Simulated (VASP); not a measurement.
# MoS2 (R3m) in VASP: further runs

Runs on MoS2. Level: PBE+D3(BJ). Tasks: single point.

Everything below comes from runs of VASP 6.6.1. Logs are shortened: lines on timing, memory, paths and dates and some standing lists are left out, and cuts for length are marked.

### Step 1. The cell of the first run

The structure is trigonal, space group R3m (No. 160). The conventional cell has a = 2.916 Å, b = 2.916 Å, c = 17.990 Å, α = 90.00°, β = 90.00°, γ = 120.00°. Within 3.0 Å of Mo (site symmetry 3m) lie 6 S at 2.30 Å and 6 Mo at 2.92 Å. Within 3.0 Å of S (site symmetry 3m) lie 3 Mo at 2.30 Å and 6 S at 2.92 Å. Within 3.0 Å of S (site symmetry 3m) lie 3 Mo at 2.30 Å and 6 S at 2.92 Å.

### Step 2. Single point, PBE+D3(BJ) (strain -0.0750 x Voigt [1, 1, 0, 0, 0, 0])

The input, INCAR:

```
SYSTEM = MoS2
ALGO = Normal ; EDIFF = 1E-7
ENCUT = 520 ; GGA = PE
ISIF = 2 ; ISMEAR = 0
IVDW = 12 ; LASPH = .True.
LCHARG = .True. ; LELF = .True.
LREAL = .False. ; LVHAR = .True.
LWAVE = .False. ; NBANDS = 20
NELM = 60 ; PREC = Accurate
SIGMA = 0.05
```

The input, KPOINTS:

```
k-points
0
Gamma
  12 12 12
  0 0 0
```

The input, POSCAR:

```
MoS2
1.0
    1.4582388007      0.8419145641      5.9965349799
   -1.4582388007      0.8419145641      5.9965349799
    0.0000000000     -1.6838291282      5.9965349799
Mo S
1 2
Direct
    0.0000172715      0.0000172715      0.0000172715
    0.7535591261      0.7535591261      0.7535591261
    0.5797236023      0.5797236023      0.5797236023
```

Potentials or basis: VASP PAW PBE potentials, release 64 (Mo_sv, S).

Command:

```console
> cat potpaw_PBE.64/Mo_sv/POTCAR potpaw_PBE.64/S/POTCAR > POTCAR
> mpirun -np 1 vasp_std > vasp.out
```

OUTCAR:

```text
SYSTEM = MoS2
   EDIFF = 1E-7
   ENCUT = 520
   GGA = PE
   ISIF = 2
   ISMEAR = 0
   IVDW = 12
   LASPH = .True.
   LREAL = .False.
   NELM = 60
   PREC = Accurate
 IVDW          = 12

 ion  position               nearest neighbor table
   1  0.000  0.000  0.000-   2 2.30   2 2.30   2 2.30   3 2.30   3 2.30   3 2.30
   2  0.754  0.754  0.754-   1 2.30   1 2.30   1 2.30
   3  0.580  0.580  0.580-   1 2.30   1 2.30   1 2.30

  LATTYP: Found a trigonal (rhomboedric) cell.
 ALAT       =     6.2284598657
 COS(alpha) =     0.8903708733

  Lattice vectors:

 A1 = (   1.4582388007,   0.8419145641,   5.9965349799)
 A2 = (  -1.4582388007,   0.8419145641,   5.9965349799)
 A3 = (   0.0000000000,  -1.6838291282,   5.9965349799)

Analysis of symmetry for initial positions (statically):
=====================================================================
 Subroutine PRICEL returns:
 Original cell was already a primitive cell.

 Routine SETGRP: Setting up the symmetry group for a
 trigonal (rhombohedral) supercell.

 Subroutine GETGRP returns: Found  6 space group operations
 (whereof  6 operations were pure point group operations)
 out of a pool of 12 trial point group operations.

The static configuration has the point symmetry C_3v.

Analysis of symmetry for dynamics (positions and initial velocities):
=====================================================================
 Subroutine PRICEL returns:
 Original cell was already a primitive cell.

 Routine SETGRP: Setting up the symmetry group for a
 trigonal (rhombohedral) supercell.

 Subroutine GETGRP returns: Found  6 space group operations
 (whereof  6 operations were pure point group operations)
 out of a pool of 12 trial point group operations.

The dynamic configuration has the point symmetry C_3v.

 Subroutine INISYM returns: Found  6 space group operations
 (whereof  6 operations are pure point group operations),
 and found     1 'primitive' translations

----------------------------------------------------------------------------------------

                                     Primitive cell

  volume of cell :      44.1721

  direct lattice vectors                    reciprocal lattice vectors
     1.458238801  0.841914564  5.996534980     0.342879369  0.197961496  0.055587658
    -1.458238801  0.841914564  5.996534980    -0.342879369  0.197961496  0.055587658
     0.000000000 -1.683829128  5.996534980     0.000000000 -0.395922992  0.055587658

  length of vectors
     6.228459866  6.228459866  6.228459866     0.399806207  0.399806207  0.399806207

  position of ions in fractional coordinates (direct lattice)
     0.000017271  0.000017271  0.000017271
     0.753559126  0.753559126  0.753559126
     0.579723602  0.579723602  0.579723602

  ion indices of the primitive-cell ions
   primitive index   ion index
                 1           1
                 2           2
                 3           3

----------------------------------------------------------------------------------------

 KPOINTS: k-points

Automatic generation of k-mesh.
 Grid dimensions read from file:
 generate k-points for:   12   12   12

 Generating k-lattice:

  Cartesian coordinates                     Fractional coordinates (reciprocal lattice)
     0.028573281  0.016496791  0.004632305     0.083333333 -0.000000000 -0.000000000
    -0.028573281  0.016496791  0.004632305    -0.000000000  0.083333333 -0.000000000
     0.000000000 -0.032993583  0.004632305    -0.000000000 -0.000000000  0.083333333

  Length of vectors
     0.033317184  0.033317184  0.033317184

  Shift w.r.t. Gamma in fractional coordinates (k-lattice)
     0.000000000  0.000000000  0.000000000

 Subroutine IBZKPT returns following result:
 ===========================================

 Found    189 irreducible k-points:

 Following reciprocal coordinates:
            Coordinates               Weight
  0.000000  0.000000  0.000000      1.000000
  0.083333  0.000000  0.000000      6.000000
  0.166667 -0.000000  0.000000      6.000000
  0.250000  0.000000  0.000000      6.000000
  0.333333  0.000000  0.000000      6.000000
  0.416667  0.000000  0.000000      6.000000
[... 16 lines left out ...]
  0.500000  0.166667  0.000000     12.000000
 -0.416667  0.166667  0.000000     12.000000
 [... further k-points ...]
   k-points           NKPTS =    189   k-points in BZ     NKDIM =    189   number of bands    NBANDS=     20
   number of dos      NEDOS =    301   number of ions     NIONS =      3
   total plane-waves  NPLWV = 110592
   dimension x,y,z NGX =    48 NGY =   48 NGZ =   48
   dimension x,y,z NGXF=    96 NGYF=   96 NGZF=   96
   ions per type =               1   2
   NGX,Y,Z   is equivalent  to a cutoff of  12.81, 12.81, 12.81 a.u.
   NGXF,Y,Z  is equivalent  to a cutoff of  25.62, 25.62, 25.62 a.u.
 SYSTEM =  MoS2
   PREC   = accura    normal or accurate (medium, high low for compatibility)
   ISTART =      0    job   : 0-new  1-cont  2-samecut
   ICHARG =      2    charge: 1-file 2-atom 10-const
   ISPIN  =      1    spin polarized calculation?
   LNONCOLLINEAR =      F non collinear calculations
   LSORBIT =      F    spin-orbit coupling
   LASPH  =      T    aspherical Exc in radial PAW
   ENCUT  =  520.0 eV  38.22 Ry    6.18 a.u.  11.58 11.58 11.58*2*pi/ulx,y,z
   NELM   =     60;   NELMIN=  2; NELMDL= -5     # of ELM steps
   EDIFF  = 0.1E-06   stopping-criterion for ELM
   LREAL  =      F    real-space projection
   EDIFFG = 0.1E-05   stopping-criterion for IOM
   NSW    =      0    number of steps for IOM
   IBRION =     -1    ionic relax: 0-MD 1-quasi-New 2-CG
   NFREE  =      0    steps in history (QN), initial steepest desc. (CG)
   ISIF   =      2    stress and relaxation
   ISYM   =      2    0-nonsym 1-usesym 2-fastsym
   POTIM  = 0.5000    time-step for ionic-motion
   TEBEG  =    0.0;   TEEND  =   0.0 temperature during run
   PSTRESS=    0.0 pullay stress
   NELECT =      26.0000    total number of electrons
   NUPDOWN=      -1.0000    fix difference up-down
   EMIN   =  10.00;   EMAX   =-10.00  energy-range for DOS
   EFERMI =   0.00;   METHOD = LEGACY
   ISMEAR =     0;   SIGMA  =   0.05  broadening in eV -4-tet -1-fermi 0-gaus
   EFERMI_NEDOS =   21; number of points for ismear=-14 and -15
   IALGO  =     38    algorithm
   IMIX   =      4    mixing-type and parameters
     AMIX     =   0.40;   BMIX     =  1.00
     AMIX_MAG =   1.60;   BMIX_MAG =  1.00
  volume/ion in A,a.u.               =      14.72        99.36
  Fermi-wavevector in a.u.,A,eV,Ry     =   1.371987  2.592679 25.610886  1.882347
  Thomas-Fermi vector in A             =   2.497634
   LORBIT       =      0    0 simple, 1 ext, 2 COOP (PROOUT), +10 PAW based schemes
   GGA     = PE    functional components
   LHFCALC =     F    Hartree Fock is set to
   AEXX    =    0.0000 exact exchange contribution
   IVDW    =    12    specifies the selected vdW correction
   LEPSILON=     F    determine dielectric tensor
   LRPA    =     F    only Hartree local field effects (RPA)
 non-spin polarized calculation
 Gauss-broadening in eV      SIGMA  =   0.05
  energy-cutoff  :      520.00
  volume of cell :       44.17
 maximum number of plane-waves:      1219
 NGX is ok and might be reduce to    48
   NGX = 23   NGY = 23   NGZ = 23

 number of electron      26.0000002 magnetization

 Free energy of the ion-electron system (eV)
  ---------------------------------------------------
  ext. energy  EPLUGINS =         0.00000000
  ---------------------------------------------------
  free energy    TOTEN  =       -20.76778164 eV

  energy without entropy =      -20.76778164  energy(sigma->0) =      -20.76778164

 E-fermi :   9.9872     XC(G=0): -11.8423

 val. band max:        9.7762034943   @ k =   0.5000   0.5000   0.5000
 cond. band min:      10.8024794436   @ k =  -0.1667   0.1667   0.0000
 fundamental gap:      1.0262759493
 Fermi energy:         9.9872186072

 k-point     1 :       0.0000    0.0000    0.0000
  band No.  band energies     occupation
      1     -51.1487      2.00000
      2     -25.5519      2.00000
      3     -24.9029      2.00000
      4     -24.9029      2.00000
      5      -6.0545      2.00000
      6      -4.0294      2.00000
[... 12 lines left out ...]
     19      19.2713      0.00000
     20      19.5053      0.00000

 k-point     2 :       0.0833    0.0000    0.0000
  band No.  band energies     occupation
      1     -51.1409      2.00000
      2     -25.5388      2.00000
      3     -24.9660      2.00000
      4     -24.9167      2.00000
      5      -5.9059      2.00000
      6      -3.9807      2.00000
[... 12 lines left out ...]
     19      19.3884      0.00000
     20      19.8058      0.00000

 k-point     3 :       0.1667   -0.0000    0.0000
  band No.  band energies     occupation
      1     -51.1196      2.00000
      2     -25.5028      2.00000
      3     -25.1358      2.00000
      4     -24.9542      2.00000
      5      -5.4790      2.00000
      6      -3.8405      2.00000
[... 12 lines left out ...]
     19      19.4626      0.00000
     20      19.8907      0.00000

 k-point     4 :       0.2500    0.0000    0.0000
  band No.  band energies     occupation
      1     -51.0903      2.00000
      2     -25.4533      2.00000
      3     -25.3618      2.00000
      4     -25.0050      2.00000
      5      -4.8298      2.00000
      6      -3.6290      2.00000
[... 429 lines left out ...]
 k-point    23 :       0.5000    0.1667    0.0000
  band No.  band energies     occupation
      1     -51.0313      2.00000
      2     -25.6850      2.00000
      3     -25.3531      2.00000
      4     -25.2253      2.00000
      5      -3.1891      2.00000
      6      -2.9689      2.00000
[... 12 lines left out ...]
     19      18.7627      0.00000
     20      19.5456      0.00000

 k-point    24 :      -0.4167    0.1667    0.0000
  band No.  band energies     occupation
      1     -51.0244      2.00000
      2     -25.7229      2.00000
      3     -25.3413      2.00000
      4     -25.2492      2.00000
      5      -3.0172      2.00000
      6      -2.7844      2.00000
[... 12 lines left out ...]
     19      19.0725      0.00000
     20      19.5861      0.00000

 [... further k-points ...]

------------------------ aborting loop because EDIFF is reached ----------------------------------------

 Edisp (eV)   -1.54984

 E8    (eV) :    -0.6251

  FORCE on cell =-STRESS in cart. coord.  units (eV):
  Direction    XX          YY          ZZ          XY          YZ          ZX
  --------------------------------------------------------------------------------------
  -------------------------------------------------------------------------------------
  Total      10.41484    10.41484     6.37001     0.00000    -0.00000     0.00000
  in kB     377.75915   377.75915   231.04813     0.00000    -0.00000     0.00000
  external pressure =      328.86 kB  Pullay stress =        0.00 kB

 VOLUME and BASIS-vectors are now :
 -----------------------------------------------------------------------------
  energy-cutoff  :      520.00
  volume of cell :       44.17
      direct lattice vectors                 reciprocal lattice vectors
     1.458238801  0.841914564  5.996534980     0.342879369  0.197961496  0.055587658
    -1.458238801  0.841914564  5.996534980    -0.342879369  0.197961496  0.055587658
     0.000000000 -1.683829128  5.996534980     0.000000000 -0.395922992  0.055587658

 POSITION                                       TOTAL-FORCE (eV/Angst)
 -----------------------------------------------------------------------------------
      0.00000      0.00000      0.00031         0.000000      0.000000     -0.003408
      0.00000      0.00000     13.55623         0.000000     -0.000000      1.945281
      0.00000      0.00000     10.42900         0.000000      0.000000     -1.941874
 -----------------------------------------------------------------------------------
    total drift:                               -0.000000      0.000000      0.000062

  FREE ENERGIE OF THE ION-ELECTRON SYSTEM (eV)
  ---------------------------------------------------
  free  energy   TOTEN  =       -22.3176223020 eV

  energy  without entropy=      -22.3176223020  energy(sigma->0) =      -22.31762230
```

Wall time 5 min (1 thread of Intel Xeon 6975P-C (Granite Rapids), shared host); peak memory 0.41 GiB.

What came out:

```yaml
Free_energy: -22.3176 eV
Pressure: 32.9 GPa
Largest_force: 1.945 eV/Å
Band_gap_on_the_k_mesh: 1.03 eV, indirect (least direct gap 2.12 eV)
Dispersion_energy_per_atom: -0.517 eV
```

Forces on the atoms (eV/Å):
```
Mo   0.000  0.000 -0.003
S    0.000  0.000  1.945
S    0.000  0.000 -1.942
```

Stress tensor (GPa, compression positive):
```
37.78  0.00  0.00
 0.00 37.78  0.00
 0.00  0.00 23.10
```

Levels at points of the mesh, in eV from the valence-band top:
```csv
k point,band 9,band 10,band 11,band 12,band 13,band 14,band 15,band 16,band 17,band 18
"(0.00, 0.00, 0.00)",-2.93,-1.90,-1.52,-1.52,-1.28,3.14,3.14,3.56,3.56,7.28
"(0.50, 0.00, 0.00)",-5.42,-3.76,-2.54,-1.36,-0.67,2.85,3.04,4.34,4.42,6.33
"(0.50, 0.50, 0.00)",-5.08,-3.67,-3.33,-0.98,-0.95,3.00,3.15,3.79,5.07,7.03
"(0.50, 0.50, 0.50)",-2.95,-2.95,-1.48,-1.48,0.00,3.27,3.27,3.38,3.38,7.19
```

Caveat: the cell differs from its parent crystal (strain -0.0750 x Voigt [1, 1, 0, 0, 0, 0]); forces of over 1 eV/Å act on the atoms, so gaps and moduli don't describe the material at rest.

### Step 3. Single point, PBE+D3(BJ) (strain -0.0500 x Voigt [1, 1, 0, 0, 0, 0])

The input, INCAR:

```
ALGO     = Normal         # electronic algorithm
EDIFF    = 1E-6           # SCF threshold, eV
ENCUT    = 520            # plane-wave cutoff, eV
GGA      = PE             # functional
ISIF     = 2              # what is computed and relaxed
ISMEAR   = 0              # smearing method
IVDW     = 12             # dispersion correction
LASPH    = T              # aspherical terms in the spheres
LCHARG   = T              # write CHGCAR
LELF     = T              # ELF
LREAL    = F              # projectors in reciprocal space
LVHAR    = T            
LWAVE    = F              # write WAVECAR
NBANDS   = 20             # bands
NELM     = 100            # most SCF steps
PREC     = Accurate       # precision mode
SIGMA    = 0.05           # smearing width, eV
```

The input, KPOINTS:

```
k-points
0
Gamma
  12 12 12
```

The input, POSCAR:

```
MoS2
1.0
    1.4976506601      0.8646690118      5.9965349799
   -1.4976506601      0.8646690118      5.9965349799
    0.0000000000     -1.7293380236      5.9965349799
Mo S
1 2
Direct
    0.0000172715      0.0000172715      0.0000172715
    0.7535591261      0.7535591261      0.7535591261
    0.5797236023      0.5797236023      0.5797236023
```

Potentials or basis: VASP PAW PBE potentials, release 64 (Mo_sv, S).

Command:

```console
> cat potpaw_PBE.64/Mo_sv/POTCAR potpaw_PBE.64/S/POTCAR > POTCAR
> mpirun -np 1 vasp_std > vasp.out
```

It took 5.3 min on 1 thread of Intel Xeon 6975P-C (Granite Rapids), shared host; peak memory 0.42 GiB.

It converged, with:

```yaml
Free_energy: -22.7669 eV
Pressure: 19.2 GPa
Largest_force: 1.175 eV/Å
Band_gap_on_the_k_mesh: 0.91 eV, indirect (least direct gap 2.24 eV)
Dispersion_energy_per_atom: -0.489 eV
```

Forces in eV/Å, atoms in the order of the input:
```
Mo   0.000  0.000 -0.002
S    0.000  0.000  1.175
S    0.000  0.000 -1.173
```

Stress tensor (GPa, compression positive):
```
22.21  0.00  0.00
 0.00 22.21  0.00
 0.00  0.00 13.26
```

Levels at points of the mesh, in eV from the valence-band top:
| k point | band 10 | band 11 | band 12 | band 13 | band 14 | band 15 | band 16 | band 17 |
| --- | --- | --- | --- | --- | --- | --- | --- | --- |
| (0.00, 0.00, 0.00) | -1.85 | -1.85 | -1.72 | -1.24 | 2.66 | 2.66 | 3.08 | 3.08 |
| (0.50, 0.00, 0.00) | -3.92 | -2.53 | -1.49 | -1.05 | 2.46 | 2.55 | 3.98 | 4.04 |
| (0.50, 0.50, 0.00) | -3.82 | -3.29 | -1.33 | -1.18 | 2.41 | 2.81 | 3.47 | 4.61 |
| (0.50, 0.50, 0.50) | -3.15 | -1.82 | -1.82 | 0.00 | 2.79 | 2.79 | 2.90 | 2.90 |

Caveat: the cell differs from its parent crystal (strain -0.0500 x Voigt [1, 1, 0, 0, 0, 0]); forces of over 1 eV/Å act on the atoms, so gaps and moduli don't describe the material at rest. A k mesh can miss the band edges.

### Step 4. Single point, PBE+D3(BJ) (strain -0.0250 x Voigt [1, 1, 0, 0, 0, 0])

The input, INCAR:

```
SYSTEM = MoS2
  PREC = Accurate
  ENCUT = 520
  EDIFF = 1E-7
  ISMEAR = 0
  SIGMA = 0.05
  LREAL = .FALSE.
  LASPH = .TRUE.
  NELM = 100
  ALGO = Normal
  ISIF = 2
  LWAVE = .FALSE.
  LCHARG = .FALSE.
  GGA = PE
  IVDW = 12
  NBANDS = 20
```

The input, KPOINTS:

```
Automatic mesh
0
G
  12 12 12
  0 0 0
```

The input, POSCAR:

```
MoS2
1.0
    1.5370625196      0.8874234594      5.9965349799
   -1.5370625196      0.8874234594      5.9965349799
    0.0000000000     -1.7748469189      5.9965349799
Mo S
1 2
Direct
    0.0000172715      0.0000172715      0.0000172715
    0.7535591261      0.7535591261      0.7535591261
    0.5797236023      0.5797236023      0.5797236023
```

Command:

```console
> cat potpaw_PBE.64/Mo_sv/POTCAR potpaw_PBE.64/S/POTCAR > POTCAR
> mpirun -np 1 vasp_std > vasp.out
```

Wall time 5.1 min (1 thread of Intel Xeon 6975P-C (Granite Rapids), shared host); peak memory 0.43 GiB.

Results (log left out):

```yaml
Free_energy: -23.0119 eV
Pressure: 8.4 GPa
Largest_force: 0.527 eV/Å
Band_gap_on_the_k_mesh: 0.85 eV, indirect (least direct gap 2.04 eV)
Dispersion_energy_per_atom: -0.464 eV
```

Forces in eV/Å, atoms in the order of the input:
```
Mo   0.000  0.000 -0.001
S    0.000  0.000  0.527
S    0.000  0.000 -0.526
```

Stress tensor (GPa, compression positive):
```
9.79 0.00 0.00
0.00 9.79 0.00
0.00 0.00 5.66
```

Levels at points of the mesh, in eV from the valence-band top:
```csv
k point,band 10,band 11,band 12,band 13,band 14,band 15,band 16,band 17
"(0.00, 0.00, 0.00)",-2.10,-2.10,-1.53,-1.18,2.27,2.27,2.69,2.69
"(0.50, 0.00, 0.00)",-4.00,-2.49,-1.55,-1.36,1.99,2.26,3.60,3.75
"(0.50, 0.50, 0.00)",-3.90,-3.22,-1.64,-1.30,1.93,2.46,3.18,4.21
"(0.50, 0.50, 0.50)",-3.30,-2.06,-2.06,0.00,2.40,2.40,2.50,2.50
```

Caveat: the cell differs from its parent crystal (strain -0.0250 x Voigt [1, 1, 0, 0, 0, 0]). A k mesh can miss the band edges.

(Part 1 of 2 ends here.)
